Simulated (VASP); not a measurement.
Ta2N:

```xyz
3
Lattice="3.0962 0.0000 0.0000 -1.5481 2.6813 0.0000 0.0000 0.0000 4.9211" Properties=species:S:1:pos:R:3 pbc="T T T"
Ta    0.0000    1.7876    1.2445
Ta    1.5481    0.8938    3.6766
N     0.0000    0.0000    0.0000
```

```yaml
Program: VASP 6.6.1
Task: relaxation of cell and atoms
Functional: PBE
Potentials_or_basis: VASP PAW PBE potentials, release 64 (Ta_pv, N)
Cutoff: 600 eV
k_mesh: 15 × 15 × 8
Occupations: gaussian, width 0.1 eV
Spin: no spin polarisation
```

At the start: pressure -0.4 GPa; volume 13.62 Å³/atom.

How do energy, volume and symmetry change on relaxing?

Over 7 steps the energy falls by 2.3 meV/atom and the volume is 13.57 Å³/atom (-0.4 %); space group P-3m1 (No. 164, to 0.1 Å) before and after.

Step by step:
```tsv
step	energy change (eV)	largest force (eV/Å)	pressure (GPa)	volume (Å³)
1	0.0000	0.3215	-0.44	40.85
2	-0.0062	0.1073	0.37	40.63
3	-0.0068	0.0041	0.16	40.68
4	-0.0068	0.0145	0.19	40.68
5	-0.0068	0.0255	-0.34	40.76
6	-0.0068	0.0184	-0.05	40.71
7	-0.0069	0.0017	0.03	40.71
```

Final structure:
```
CELL_PARAMETERS angstrom
3.10378 0.00000 0.00000
-1.55189 2.68795 0.00000
0.00000 0.00000 4.87940
ATOMIC_POSITIONS crystal
Ta 0.33333 0.66667 0.25520
Ta 0.66667 0.33333 0.74480
N 0.00000 0.00000 0.00000
```
